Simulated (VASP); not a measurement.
The system is ZnS.

```
Zn S
1.0
     3.82270    0.00000    0.00000
    -1.91135    3.31056    0.00000
     0.00000    0.00000   12.52000
Zn S
4 4
Direct
  0.66667 0.33333 0.75000
  0.33333 0.66667 0.25000
  0.00000 0.00000 0.50000
  0.00000 0.00000 0.00000
  0.66667 0.33333 0.93750
  0.33333 0.66667 0.43750
  0.00000 0.00000 0.68750
  0.00000 0.00000 0.18750
```

| Property | Result |
| --- | --- |
| Program | VASP 6.6.1 |
| Task | relaxation of cell and atoms |
| Functional | PBEsol |
| Potentials or basis | VASP PAW PBE potentials, release 64 (Zn, S) |
| Cutoff | 500 eV |
| k mesh | 8 × 8 × 3 |
| Occupations | fermi-dirac, width 0.05 eV |
| Spin | no spin polarisation |

At the start: pressure -2.1 GPa; volume 19.81 Å³/atom.

Problem. Where does the relaxation end?

Solution. Over 5 steps the energy falls by 3.6 meV/atom and the volume is 19.27 Å³/atom (-2.7 %); space group P6_3mc (No. 186, to 0.1 Å) before and after.

The path:
```
step  energy change (eV)  largest force (eV/Å)  pressure (GPa)  volume (Å³)
   1              0.0000                0.0402           -2.05       158.44
   2             -0.0253                0.0179            0.74       152.70
   3             -0.0285                0.0242            0.00       154.10
   4             -0.0285                0.0245           -0.03       154.19
   5             -0.0286                0.0096           -0.04       154.19
```

Final structure:
```cif
data_structure
_symmetry_space_group_name_H-M 'P 1'
_symmetry_Int_Tables_number 1
_cell_length_a 3.7891
_cell_length_b 3.7891
_cell_length_c 12.4011
_cell_angle_alpha 90.000
_cell_angle_beta 90.000
_cell_angle_gamma 120.000
_cell_volume 154.19
loop_
_atom_site_label
_atom_site_type_symbol
_atom_site_fract_x
_atom_site_fract_y
_atom_site_fract_z
_atom_site_occupancy
Zn1 Zn 0.66667 0.33333 0.75003 1
Zn2 Zn 0.33333 0.66667 0.25003 1
Zn3 Zn 0.00000 0.00000 0.50010 1
Zn4 Zn 0.00000 0.00000 0.00010 1
S1 S 0.66667 0.33333 0.93757 1
S2 S 0.33333 0.66667 0.43757 1
S3 S 0.00000 0.00000 0.68730 1
S4 S 0.00000 0.00000 0.18730 1
```

Caveat: the PAW data sets were made with another functional, which shifts forces and pressure a little.
